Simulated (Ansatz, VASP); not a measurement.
# One calculation of P7Ru, two programs

```xyz
8
Lattice="4.5982 0.0000 0.0000 0.0000 4.5982 0.0000 0.0000 0.0000 8.9909" Properties=species:S:1:pos:R:3 pbc="T T T"
P     0.0000    2.2991    4.4955
P     2.2991    0.0000    4.4955
P     0.0000    0.0000    2.1155
P     0.0000    0.0000    6.8754
P     0.0000    0.0000    0.0000
P     0.0000    0.0000    4.4955
P     2.2991    2.2991    0.0000
Ru    2.2991    2.2991    4.4955
```

Alike in both runs: functional PBE; k mesh 8 × 8 × 4; occupations gaussian, width 0.1 eV; collinear spin.

Ansatz relaxed the structure, and its values are those at the end. VASP's run is a single point on that final structure, the one shown.

|  | VASP | Ansatz |
| --- | --- | --- |
| version | VASP 6.6.1 | Ansatz 0.2.0 |
| potentials or method | VASP PAW PBE potentials, release 64 (P, Ru_pv), cutoff 500 eV | scalar-relativistic, plane waves, PAW |
| valence electrons in the cell | 49 | 51 |

Ansatz gave:

| Item | Value |
| --- | --- |
| gap on the k mesh at the Fermi level (eV) | none |
| pressure (GPa) | 0.0 |
| rms of the force components (eV/Å) | 0.000 |
| net moment per atom (μB) | 0.32 |
| size of the moment on the site where the two differ most (μB) | 1.38 |

**Question.** What did VASP give for the same quantities?

**Answer.** gap on the k mesh at the Fermi level (eV): none; pressure (GPa): -0.1; rms of the force components (eV/Å): 0.007; net moment per atom (μB): 0.32; size of the moment on the site where the two differ most (μB): 0.78.

Site moments also hang on the region over which each program counts them. A gap of «none» marks a metal or a gap that the smearing closes. VASP's potentials hold 49 valence electrons a cell and Ansatz's 51, so a difference there can come from the potentials and not from the codes.
